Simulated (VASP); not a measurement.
# Ta2Mo (Fm-3m) in VASP: further runs

Ta2Mo is run at these levels: PBE; tasks: single point, relaxation of cell and atoms.

All numbers are computed with VASP 6.6.1; they aren't measurements. Logs are shortened: lines on timing, memory, paths and dates and some standing lists are left out, and cuts for length are marked.

**1. The cell of the first run**

Symmetry: Fm-3m, No. 225, cubic system. Conventional cell: a = 6.262 Å, b = 6.262 Å, c = 6.262 Å, α = 90.00°, β = 90.00°, γ = 90.00°. Within 3.6 Å of Ta (site symmetry -43m) lie 4 Mo at 2.71 Å and 6 Ta at 3.13 Å. Mo (site symmetry m-3m) has 8 Ta at 2.71 Å within 3.6 Å.

**2. Single point, PBE**

INCAR

```
SYSTEM = Ta2Mo
PREC = Accurate ; ENCUT = 520
EDIFF = 1E-6 ; ISMEAR = 0
SIGMA = 0.1 ; LREAL = .FALSE.
LASPH = .TRUE. ; NELM = 100
ALGO = Normal ; ISIF = 2
LWAVE = .FALSE. ; LCHARG = .TRUE.
GGA = PE ; LELF = .TRUE.
LVHAR = .TRUE. ; NBANDS = 25
```

KPOINTS

```
regular mesh
0
G
  6 6 6
  0 0 0
```

POSCAR

```
Ta2Mo
1.0
    0.0000000000      3.1308905185      3.1308905185
    3.1308905185      0.0000000000      3.1308905185
    3.1308905185      3.1308905185      0.0000000000
Ta Mo
2 1
Direct
    0.2500000000      0.2500000000      0.2500000000
    0.7500000000      0.7500000000      0.7500000000
    0.0000000000      0.0000000000      0.0000000000
```

Potentials or basis: VASP PAW PBE potentials, release 64 (Ta_pv, Mo_sv).

The run is started by

```sh
> cat potpaw_PBE.64/Ta_pv/POTCAR potpaw_PBE.64/Mo_sv/POTCAR > POTCAR
> mpirun -np 1 vasp_std > vasp.out
```

OUTCAR:

```text
SYSTEM = Ta2Mo
   PREC = Accurate
   ENCUT = 520
   EDIFF = 1E-6
   ISMEAR = 0
   LREAL = .FALSE.
   LASPH = .TRUE.
   NELM = 100
   ISIF = 2
   GGA = PE

 ion  position               nearest neighbor table
   1  0.250  0.250  0.250-   3 2.71   3 2.71   3 2.71   3 2.71   2 3.13   2 3.13   2 3.13   2 3.13
                             2 3.13   2 3.13
   2  0.750  0.750  0.750-   3 2.71   3 2.71   3 2.71   3 2.71   1 3.13   1 3.13   1 3.13   1 3.13
                             1 3.13   1 3.13
   3  0.000  0.000  0.000-   2 2.71   2 2.71   2 2.71   1 2.71   2 2.71   1 2.71   1 2.71   1 2.71

  LATTYP: Found a face centered cubic cell.
 ALAT       =     6.2617810370

  Lattice vectors:

 A1 = (   0.0000000000,   3.1308905185,   3.1308905185)
 A2 = (   3.1308905185,   0.0000000000,   3.1308905185)
 A3 = (   3.1308905185,   3.1308905185,   0.0000000000)

Analysis of symmetry for initial positions (statically):
=====================================================================
 Subroutine PRICEL returns:
 Original cell was already a primitive cell.

 Routine SETGRP: Setting up the symmetry group for a
 face centered cubic supercell.

 Subroutine GETGRP returns: Found 48 space group operations
 (whereof 48 operations were pure point group operations)
 out of a pool of 48 trial point group operations.

The static configuration has the point symmetry O_h .

Analysis of symmetry for dynamics (positions and initial velocities):
=====================================================================
 Subroutine PRICEL returns:
 Original cell was already a primitive cell.

 Routine SETGRP: Setting up the symmetry group for a
 face centered cubic supercell.

 Subroutine GETGRP returns: Found 48 space group operations
 (whereof 48 operations were pure point group operations)
 out of a pool of 48 trial point group operations.

The dynamic configuration has the point symmetry O_h .

 Subroutine INISYM returns: Found 48 space group operations
 (whereof 48 operations are pure point group operations),
 and found     1 'primitive' translations

----------------------------------------------------------------------------------------

                                     Primitive cell

  volume of cell :      61.3810

  direct lattice vectors                    reciprocal lattice vectors
     0.000000000  3.130890519  3.130890519    -0.159698973  0.159698973  0.159698973
     3.130890519  0.000000000  3.130890519     0.159698973 -0.159698973  0.159698973
     3.130890519  3.130890519  0.000000000     0.159698973  0.159698973 -0.159698973
[... 77 lines left out ...]
   EDIFF  = 0.1E-05   stopping-criterion for ELM
   LREAL  =      F    real-space projection
   EDIFFG = 0.1E-04   stopping-criterion for IOM
   NSW    =      0    number of steps for IOM
   IBRION =     -1    ionic relax: 0-MD 1-quasi-New 2-CG
   NFREE  =      0    steps in history (QN), initial steepest desc. (CG)
   ISIF   =      2    stress and relaxation
   ISYM   =      2    0-nonsym 1-usesym 2-fastsym
   POTIM  = 0.5000    time-step for ionic-motion
   TEBEG  =    0.0;   TEEND  =   0.0 temperature during run
   PSTRESS=    0.0 pullay stress
   NELECT =      36.0000    total number of electrons
   NUPDOWN=      -1.0000    fix difference up-down
   EMIN   =  10.00;   EMAX   =-10.00  energy-range for DOS
   EFERMI =   0.00;   METHOD = LEGACY
   ISMEAR =     0;   SIGMA  =   0.10  broadening in eV -4-tet -1-fermi 0-gaus
   EFERMI_NEDOS =   21; number of points for ismear=-14 and -15
   IALGO  =     38    algorithm
   IMIX   =      4    mixing-type and parameters
     AMIX     =   0.40;   BMIX     =  1.00
     AMIX_MAG =   1.60;   BMIX_MAG =  1.00
  volume/ion in A,a.u.               =      20.46       138.07
  Fermi-wavevector in a.u.,A,eV,Ry     =   1.370349  2.589584 25.549779  1.877856
  Thomas-Fermi vector in A             =   2.496143
   LORBIT       =      0    0 simple, 1 ext, 2 COOP (PROOUT), +10 PAW based schemes
   GGA     = PE    functional components
   LHFCALC =     F    Hartree Fock is set to
   AEXX    =    0.0000 exact exchange contribution
   IVDW    =     0    specifies the selected vdW correction
   LEPSILON=     F    determine dielectric tensor
   LRPA    =     F    only Hartree local field effects (RPA)
 non-spin polarized calculation
 Gauss-broadening in eV      SIGMA  =   0.10
  energy-cutoff  :      520.00
  volume of cell :       61.38
 maximum number of plane-waves:      1676
 NGX is ok and might be reduce to    36
   NGX = 17   NGY = 17   NGZ = 17

 number of electron      36.0000002 magnetization

 Free energy of the ion-electron system (eV)
  ---------------------------------------------------
  ext. energy  EPLUGINS =         0.00000000
  ---------------------------------------------------
  free energy    TOTEN  =       -32.66417574 eV

  energy without entropy =      -32.64305235  energy(sigma->0) =      -32.65361404

 E-fermi :   6.0018     XC(G=0): -11.7410

 val. band max:        5.8123416478   @ k =   0.5000   0.1667   0.0000
 cond. band min:       6.0140141270   @ k =  -0.3333   0.3333   0.0000
 fundamental gap:      0.2016724792
 Fermi energy:         6.0017771476

 k-point     1 :       0.0000    0.0000    0.0000
  band No.  band energies     occupation
      1     -53.9647      2.00000
      2     -28.5933      2.00000
      3     -28.5933      2.00000
      4     -28.5933      2.00000
      5     -28.4909      2.00000
      6     -28.4909      2.00000
[... 437 lines left out ...]
     24       9.3397      0.00000
     25       9.6789      0.00000

------------------------ aborting loop because EDIFF is reached ----------------------------------------

  FORCE on cell =-STRESS in cart. coord.  units (eV):
  Direction    XX          YY          ZZ          XY          YZ          ZX
  --------------------------------------------------------------------------------------
  -------------------------------------------------------------------------------------
  Total        0.0515664      0.0515664      0.0515664      0.0000000     -0.0000000      0.0000000
  in kB        1.3459960      1.3459960      1.3459960      0.0000000     -0.0000000      0.0000000
  external PRESSURE =       1.3459960 kB  Pullay stress =       0.0000000 kB

 VOLUME and BASIS-vectors are now :
 -----------------------------------------------------------------------------
  energy-cutoff  :      520.00
  volume of cell :       61.38
      direct lattice vectors                 reciprocal lattice vectors
     0.000000000  3.130890519  3.130890519    -0.159698973  0.159698973  0.159698973
     3.130890519  0.000000000  3.130890519     0.159698973 -0.159698973  0.159698973
     3.130890519  3.130890519  0.000000000     0.159698973  0.159698973 -0.159698973

 POSITION                                       TOTAL-FORCE (eV/Angst)
 -----------------------------------------------------------------------------------
      1.56545      1.56545      1.56545         0.000000      0.000000      0.000000
      4.69634      4.69634      4.69634        -0.000000     -0.000000     -0.000000
      0.00000      0.00000      0.00000        -0.000000     -0.000000     -0.000000
 -----------------------------------------------------------------------------------
    total drift:                                0.000000      0.000000      0.000000

  FREE ENERGIE OF THE ION-ELECTRON SYSTEM (eV)
  ---------------------------------------------------
  free  energy   TOTEN  =       -32.6641757385 eV

  energy  without entropy=      -32.6430523469  energy(sigma->0) =      -32.65361404
```

stdout:

```text
POSCAR found type information on POSCAR TaMo
 POSCAR found :  2 types and       3 ions
 scaLAPACK will be used
 LDA part: xc-table for (Slater+PW92), standard interpolation
 POSCAR, INCAR and KPOINTS ok, starting setup
 FFT: planning ... GRIDC
 FFT: planning ... GRID_SOFT
 FFT: planning ... GRID
 WAVECAR not read
 entering main loop
```

Wall time 31 s (1 thread of Intel Xeon Platinum 8375C at 2.90GHz (Ice Lake), shared host); peak memory 0.2 GiB.

Results:

```yaml
Free_energy: -32.6642 eV
Pressure: 0.1 GPa
Band_gap_on_the_k_mesh: zero (band 18 reaches 7.13 eV, above the bottom of band 19 at 4.85 eV)
```

Caveat: spin-orbit coupling is left out, which moves the levels of the heavy elements.

**3. Single point, PBE**

This run uses another cell than the first one, of 20.52 Å³/atom, 1.003 times its volume.

INCAR

```
SYSTEM = Ta2Mo
PREC = Accurate ; ENCUT = 520
EDIFF = 1E-7 ; ISMEAR = 0
SIGMA = 0.1 ; LREAL = .False.
LASPH = .True. ; NELM = 80
ALGO = Fast ; ISIF = 2
LWAVE = .False. ; LCHARG = .False.
GGA = PE ; NBANDS = 25
```

KPOINTS

```
Automatic mesh
0
Gamma
  6 6 6
  0 0 0
```

POSCAR

```
Ta2Mo
1.0
    0.0000000000      3.1339201400      3.1339201400
    3.1339201400      0.0000000000      3.1339201400
    3.1339201400      3.1339201400      0.0000000000
Ta Mo
2 1
Direct
    0.2500000000      0.2500000000      0.2500000000
    0.7500000000      0.7500000000      0.7500000000
    0.0000000000      0.0000000000      0.0000000000
```

Potentials or basis: VASP PAW PBE potentials, release 64 (Ta_pv, Mo_sv).

The run is started by

```sh
> cat potpaw_PBE.64/Ta_pv/POTCAR potpaw_PBE.64/Mo_sv/POTCAR > POTCAR
> mpirun -np 1 vasp_std > vasp.out
```

Wall time 57 s (1 thread of Intel Xeon Platinum 8375C at 2.90GHz (Ice Lake), shared host); peak memory 0.21 GiB.

Results (log left out):

```yaml
Free_energy: -32.6642 eV
Pressure: -0.3 GPa
Band_gap_on_the_k_mesh: zero (band 18 reaches 7.09 eV, above the bottom of band 19 at 4.82 eV)
```

Levels at points of the mesh, in eV from the Fermi level:
```tsv
k point	band 15	band 16	band 17	band 18	band 19	band 20	band 21	band 22
(0.00, 0.00, 0.00)	-1.49	-1.49	-1.15	-1.15	-1.15	3.32	3.32	4.07
(0.50, 0.00, 0.00)	-1.97	-1.87	-1.87	-0.23	-0.23	1.01	1.13	1.13
(0.50, 0.50, 0.00)	-1.74	-1.74	-1.43	0.08	1.26	1.26	2.56	2.56
```

Caveat: spin-orbit coupling is left out, which moves the levels of the heavy elements.

**4. Relaxation of cell and atoms, PBE**

This run uses another cell than the first one, of 20.52 Å³/atom, 1.003 times its volume.

INCAR

```
SYSTEM = Ta2Mo
  ALGO = Normal
  EDIFF = 1E-6
  EDIFFG = -0.04
  ENCUT = 600
  GGA = PE
  IBRION = 2
  ISIF = 3
  ISMEAR = 0
  LASPH = .True.
  LCHARG = .False.
  LREAL = .False.
  LWAVE = .False.
  NELM = 100
  NSW = 90
  PREC = Accurate
  SIGMA = 0.1
```

KPOINTS

```
k-points
0
Gamma
  6 6 6
  0 0 0
```

POSCAR is that of step 3.

The run is started by

```sh
> cat potpaw_PBE.64/Ta_pv/POTCAR potpaw_PBE.64/Mo_sv/POTCAR > POTCAR
> mpirun -np 1 vasp_std > vasp.out
```

Wall time 51 s (1 thread of Intel Xeon Platinum 8375C at 2.90GHz (Ice Lake), shared host); peak memory 0.21 GiB.

The run converged. Its results:

```yaml
Free_energy: -32.6649 eV
Relaxed_volume: 20.48 Å³/atom
Relaxed_cell: a = 4.429 Å, b = 4.429 Å, c = 4.429 Å, α = 60.00°, β = 60.00°, γ = 60.00°
Space_group_after_relaxing_to_0.05_Å: Fm-3m (No. 225)
Energy_gained_by_relaxing: 0.0 meV/atom
Ionic_steps: 3
Pressure_after_relaxing: 0.0 GPa
Band_gap_on_the_k_mesh: zero (band 18 reaches 7.12 eV, above the bottom of band 19 at 4.84 eV)
```

The path:
| step | energy change (eV) | largest force (eV/Å) | pressure (GPa) | volume (Å³) |
| --- | --- | --- | --- | --- |
| 1 | 0.0000 | 0.0000 | -0.34 | 61.56 |
| 2 | 0.0004 | 0.0000 | 0.67 | 61.17 |
| 3 | -0.0001 | 0.0000 | 0.00 | 61.43 |

Final structure:
```xyz
3
Lattice="0.0000 3.1318 3.1318 3.1318 0.0000 3.1318 3.1318 3.1318 0.0000" Properties=species:S:1:pos:R:3 pbc="T T T"
Ta    1.5659    1.5659    1.5659
Ta    4.6977    4.6977    4.6977
Mo    0.0000    0.0000    0.0000
```

Levels at points of the mesh, in eV from the Fermi level:
| k point | band 14 | band 15 | band 16 | band 17 | band 18 | band 19 | band 20 | band 21 | band 22 |
| --- | --- | --- | --- | --- | --- | --- | --- | --- | --- |
| (0.00, 0.00, 0.00) | -1.50 | -1.50 | -1.50 | -1.16 | -1.16 | -1.16 | 3.33 | 3.33 | 4.08 |
| (0.50, 0.00, 0.00) | -2.25 | -1.97 | -1.88 | -1.88 | -0.23 | -0.23 | 1.01 | 1.13 | 1.13 |
| (0.50, 0.50, 0.00) | -1.79 | -1.74 | -1.74 | -1.44 | 0.08 | 1.26 | 1.26 | 2.57 | 2.57 |

Caveat: spin-orbit coupling is left out, which moves the levels of the heavy elements.

**5. Single point, PBE, collinear spin, ferromagnetic start**

INCAR

```
PREC = Accurate ; ENCUT = 520
EDIFF = 1E-7 ; ISMEAR = 0
SIGMA = 0.1 ; LREAL = False
LASPH = True ; NELM = 150
ALGO = Fast ; ISIF = 2
LWAVE = False ; LCHARG = False
ISPIN = 2 ; MAGMOM = 0 0 1
LORBIT = 11 ; LMAXMIX = 4
GGA = PE ; NBANDS = 29
```

KPOINTS

```
Automatic mesh
0
Gamma
  6 6 6
```

POSCAR

```
Ta2Mo
1.0
    0.0000000000      3.1308905185      3.1308905185
    3.1308905185      0.0000000000      3.1308905185
    3.1308905185      3.1308905185      0.0000000000
Ta Mo
2 1
Direct
    0.2500000000      0.2500000000      0.2500000000
    0.7500000000      0.7500000000      0.7500000000
    0.0000000000      0.0000000000      0.0000000000
```

The run is started by

```sh
> cat potpaw_PBE.64/Ta_pv/POTCAR potpaw_PBE.64/Mo_sv/POTCAR > POTCAR
> mpirun -np 1 vasp_std > vasp.out
```

Run time: 82 s. Hardware: 1 thread of Intel Xeon Platinum 8375C at 2.90GHz (Ice Lake), shared host; peak memory 0.25 GiB.

Results (log left out):

| Property | Result |
| --- | --- |
| Free energy | -32.6642 eV |
| Pressure | 0.1 GPa |
| Band gap on the k mesh | zero (filled and empty bands overlap) |
| Net moment | 0.00 μB per cell |
| Valence electrons inside the program's atomic spheres | Ta 8.81; Mo 12.84 |

Levels at points of the mesh, in eV from the Fermi level:
Spin up:
| k point | band 16 | band 17 | band 18 | band 19 | band 20 | band 21 |
| --- | --- | --- | --- | --- | --- | --- |
| (0.00, 0.00, 0.00) | -1.50 | -1.16 | -1.16 | -1.16 | 3.33 | 3.33 |
| (0.50, 0.00, 0.00) | -1.88 | -1.88 | -0.23 | -0.23 | 1.01 | 1.13 |
| (0.50, 0.50, 0.00) | -1.75 | -1.44 | 0.07 | 1.26 | 1.26 | 2.57 |
Spin down:
```tsv
k point	band 15	band 16	band 17	band 18	band 19	band 20	band 21	band 22
(0.00, 0.00, 0.00)	-1.50	-1.50	-1.16	-1.16	-1.16	3.33	3.33	4.08
(0.50, 0.00, 0.00)	-1.98	-1.88	-1.88	-0.23	-0.23	1.01	1.13	1.13
(0.50, 0.50, 0.00)	-1.75	-1.75	-1.44	0.07	1.26	1.26	2.57	2.57
```

Caveat: spin-orbit coupling is left out, which moves the levels of the heavy elements.

**6. Overview**

| task | spin | cell | cutoff (eV) | gap on the mesh (eV) | pressure (GPa) |
| --- | --- | --- | --- | --- | --- |
| single point | off | a = 4.428 Å, angles 60.0°, 3 atoms | 520 | none | 0.1 |
| single point | off | a = 4.432 Å, angles 60.0°, 3 atoms | 520 | none | -0.3 |
| relaxation of cell and atoms | off | relaxed from a = 4.432 Å, angles 60.0°, 3 atoms | 600 | none | 0.0 |
| single point | collinear, ferromagnetic start | a = 4.428 Å, angles 60.0°, 3 atoms | 520 | none | 0.1 |

Alike in all rows: level PBE; potentials or basis VASP PAW PBE potentials, release 64 (Ta_pv, Mo_sv); k mesh 6 × 6 × 6; smearing gaussian 0.1 eV.

Caveats: spin-orbit coupling is left out, which moves the levels of the heavy elements.

Total energies depend on the potentials used, so only differences within one code and one set of settings carry meaning.
